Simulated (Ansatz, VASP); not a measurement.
## One calculation of Se, two programs

```
CELL_PARAMETERS angstrom
-1.74215 1.74215 1.74215
1.74215 -1.74215 1.74215
1.74215 1.74215 -1.74215
ATOMIC_POSITIONS crystal
Se 0.00000 0.00000 0.00000
```

Alike in both runs: task single point; functional PBE; k mesh 14 × 14 × 14; occupations fermi-dirac, width 0.1 eV; no spin polarisation.

|  | VASP | Ansatz |
| --- | --- | --- |
| version | VASP 6.6.1 | Ansatz 0.2.0 |
| potentials or method | VASP PAW PBE potentials, release 64 (Se), cutoff 520 eV | plane waves (420 eV) with PAW, scalar-relativistic |
| valence electrons in the cell | 6 | 16 |

```tsv
	VASP	Ansatz	Ansatz less VASP
pressure (GPa)	-2.3	-2.3	-0.01
```

With one functional, cell and mesh, what is left measures potentials, basis and numerics. VASP's potentials hold 6 valence electrons a cell and Ansatz's 16, so a difference there can come from the potentials and not from the codes.
